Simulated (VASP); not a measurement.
## AlPt: single point with PBEsol

The system is AlPt.

```
Al Pt
1.0
     3.09155    0.00000    0.00000
     0.00000    3.09155    0.00000
     0.00000    0.00000    3.09155
Al Pt
1 1
Cartesian
  -0.3750 0.0000 0.0000
  1.5458 1.5458 1.5458
```

This cell differs from its parent crystal: all Al atoms moved +0.375 Å, as atom 1 towards its neighbour atom 1 (Al) at 3.092 Å.

```json
{
  "Program": "VASP 6.6.1",
  "Task": "single point",
  "Functional": "PBEsol",
  "Potentials or basis": "VASP PAW PBE potentials, release 64 (Al, Pt)",
  "Cutoff": "520 eV",
  "k mesh": "16 × 16 × 16",
  "Occupations": "gaussian, width 0.15 eV",
  "Spin": "no spin polarisation"
}
```

| Quantity | Value |
| --- | --- |
| Pressure | 2.6 GPa |
| Largest force | 1.491 eV/Å |
| Band gap on the k mesh | zero (an odd number of electrons rules out a gap without spin polarisation) |

Forces in eV/Å, atoms in the order of the input:
```
Al   1.491  0.000  0.000
Pt  -1.491  0.000  0.000
```

Stress tensor (GPa, compression positive):
```
-1.16  0.00  0.00
 0.00  4.48  0.00
 0.00  0.00  4.48
```

Levels at points of the mesh, in eV from the Fermi level:
```csv
k point,band 3,band 4,band 5,band 6,band 7,band 8,band 9,band 10,band 11,band 12
"(0.00, 0.00, 0.00)",-5.64,-2.85,-2.66,-2.66,4.01,4.01,4.20,8.58,9.39,9.73
"(0.50, 0.00, 0.00)",-5.22,-4.02,-4.02,-2.67,-0.83,6.57,8.13,8.13,10.60,10.64
"(0.00, 0.50, 0.00)",-5.10,-4.30,-3.96,-2.50,-1.04,6.12,8.80,8.84,9.17,10.40
"(0.50, 0.50, 0.00)",-3.98,-3.70,-3.12,-2.71,-1.46,1.00,3.22,8.81,11.65,12.42
"(0.00, 0.50, 0.50)",-4.05,-4.05,-2.60,-2.60,-1.49,0.73,3.15,9.56,11.18,11.18
"(0.50, 0.50, 0.50)",-6.33,-1.41,-1.36,0.61,1.52,1.52,1.93,4.68,6.31,6.31
```

Run time: 77 s on 1 thread of AMD EPYC 9R45 96-Core Processor (Zen 5), with other jobs on the host, peak memory 0.25 GiB.

Caveat: the cell differs from its parent crystal (all Al atoms moved +0.375 Å, as atom 1 towards its neighbour atom 1 (Al) at 3.092 Å); the stress differs along the axes, from -1 to 4 GPa; the PAW data sets were made with another functional, which shifts forces and pressure a little; spin-orbit coupling is left out, which moves the levels of the heavy elements.
